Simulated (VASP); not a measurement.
CsSnI3: single point with BLYP+D3(BJ)

The system is CsSnI3.

```
CELL_PARAMETERS angstrom
6.20570 0.00000 0.00000
0.00000 6.20570 0.00000
0.00000 0.00000 6.20570
ATOMIC_POSITIONS crystal
Cs 0.00000 0.00000 0.00000
I 0.50000 0.50000 0.00000
I 0.50000 0.00000 0.50000
I 0.00000 0.50000 0.50000
Sn 0.50000 0.50000 0.50000
```

```
Program             : VASP 6.6.1
Task                : single point
Functional          : BLYP
Dispersion          : D3(BJ)
Potentials or basis : VASP PAW PBE potentials, release 64 (Cs_sv, I, Sn_d)
Cutoff              : 520 eV
k mesh              : 5 × 5 × 5
Occupations         : fermi-dirac, width 0.05 eV
Spin                : no spin polarisation
```

| Quantity | Value |
| --- | --- |
| Pressure | 0.0 GPa |
| Band gap on the k mesh | 1.81 eV |
| Dispersion energy per atom | -0.603 eV |

Levels at points of the mesh, in eV from the valence-band top:
| k point | band 19 | band 20 | band 21 | band 22 | band 23 | band 24 | band 25 | band 26 |
| --- | --- | --- | --- | --- | --- | --- | --- | --- |
| (0.00, 0.00, 0.00) | -1.42 | -1.26 | -1.26 | -1.26 | 3.13 | 4.03 | 4.03 | 4.43 |

Run time: 47 s on 1 thread of Intel(R) Xeon(R) 6975P-C (Granite Rapids) (shared host), peak memory 0.36 GiB.

Caveat: the PAW data sets were made with another functional, which shifts forces and pressure a little; spin-orbit coupling is left out, which moves the levels of the heavy elements; an odd mesh through Γ misses points on the zone boundary, where band edges can lie.
